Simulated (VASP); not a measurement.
## BiTe: single point with PBEsol

BiTe:

```xyz
2
Lattice="2.3241 1.3418 3.7456 -2.3241 1.3418 3.7456 0.0000 -2.6836 3.7456" Properties=species:S:1:pos:R:3 pbc="T T T"
Bi    0.0000    0.0000    5.6184
Te    0.0000    0.0000    0.0000
```

This cell differs from its parent crystal: volume scaled by 1.10, then relaxed in part.

| Quantity | Value |
| --- | --- |
| Program | VASP 6.6.1 |
| Task | single point |
| Functional | PBEsol |
| Potentials or basis | VASP PAW PBE potentials, release 64 (Bi_d, Te) |
| Cutoff | 520 eV |
| k mesh | 12 × 12 × 12 |
| Occupations | gaussian, width 0.1 eV |
| Spin | no spin polarisation |

```json
{"Pressure": "-3.2 GPa"}
```

Stress tensor (GPa, compression positive):
```
-3.26  0.00  0.00
 0.00 -3.26  0.00
 0.00  0.00 -3.18
```

Levels at points of the mesh, in eV from the Fermi level:
| k point | band 8 | band 9 | band 10 | band 11 | band 12 | band 13 |
| --- | --- | --- | --- | --- | --- | --- |
| (0.00, 0.00, 0.00) | -2.46 | -2.46 | -2.35 | 2.07 | 2.11 | 2.11 |
| (0.50, 0.00, 0.00) | -1.82 | -1.79 | -1.57 | -0.81 | -0.57 | -0.52 |
| (0.50, 0.50, 0.00) | -5.42 | -3.87 | -3.79 | 2.32 | 3.43 | 3.47 |
| (0.50, 0.50, 0.50) | -1.85 | -1.85 | -1.64 | -0.88 | -0.61 | -0.61 |

Wall time 120 s on 1 thread of AMD EPYC 9R45 96-Core Processor (Zen 5) (shared host), peak memory 0.35 GiB.

Caveat: the PAW data sets were made with another functional, which shifts forces and pressure a little; spin-orbit coupling is left out, which moves the levels of the heavy elements.
